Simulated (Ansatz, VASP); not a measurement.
## One calculation of Eu, two programs

INCAR

```
SYSTEM = Eu
PREC = Accurate
ENCUT = 520
EDIFF = 1E-6
ISMEAR = -1
SIGMA = 0.05
LREAL = .FALSE.
LASPH = .TRUE.
NELM = 150
ALGO = Normal
ISIF = 2
LWAVE = .FALSE.
LCHARG = .TRUE.
ISPIN = 2
MAGMOM = 7 7
LORBIT = 11
LMAXMIX = 6
GGA = PE
LELF = .TRUE.
LVHAR = .TRUE.
NBANDS = 28
```

File KPOINTS:

```
Automatic mesh
0
G
  8 8 4
  0 0 0
```

File POSCAR:

```
Eu
1.0
    2.0362346208     -3.5479563022      0.0000000000
    2.0362346208      3.5479563022      0.0000000000
    0.0000000000      0.0000000000      6.4650845644
Eu
2
Direct
    0.1631328600      0.8368671400      0.2500000000
    0.8368671400      0.1631328600      0.7500000000
```

File input.yaml:

```yaml
crystal:
  lattice:
    - [2.0362346208, -3.5479563022, 0.0]
    - [2.0362346208, 3.5479563022, 0.0]
    - [0.0, 0.0, 6.4650845644]
  atoms:
    - { symbol: Eu, position: [0.16313286, 0.83686714, 0.25], spin: 7.0 }
    - { symbol: Eu, position: [0.83686714, 0.16313286, 0.75], spin: 7.0 }
hamiltonian:
  xc: pbe
  pseudopotentials: { kind: paw }
magnetization:
  spin_polarized: true
kpoints:
  mp_grid: { grid: [8, 8, 4] }
scf:
  occupations: { method: fermi_dirac, width: 0.05 }
output:
  forces: true
  stress: true
  eigenvalues: true
```

Alike in both runs: task single point; functional PBE; k mesh 8 × 8 × 4; occupations fermi-dirac, width 0.05 eV; collinear spin.

|  | VASP | Ansatz |
| --- | --- | --- |
| version | VASP 6.6.1 | Ansatz 0.2.0 |
| potentials or method | VASP PAW PBE potentials, release 64 (Eu) | Ansatz PAW |
| plane-wave cutoff (eV) | 520 | 420 |
| valence electrons in the cell | 34 | 34 |

Ansatz gave:

```
gap on the k mesh at the Fermi level (eV)                     : none
pressure (GPa)                                                : -1.3
traceless stress, the component that is largest in VASP (GPa) : 0.20
rms of the force components (eV/Å)                            : 0.012
net moment per atom (μB)                                      : 7.63
size of the moment on the site where the two differ most (μB) : 7.23
```

Task: What did VASP give for the same quantities?

Result: gap on the k mesh at the Fermi level (eV): none; pressure (GPa): -1.6; traceless stress, the component that is largest in VASP (GPa): 0.21; rms of the force components (eV/Å): 0.012; net moment per atom (μB): 7.62; size of the moment on the site where the two differ most (μB): 6.75.

Site moments also hang on the region over which each program counts them. Atom by atom the forces differ by 0.000 eV/Å (rms over components). A gap of «none» marks a metal or a gap that the smearing closes.

Spin-orbit coupling is off throughout.
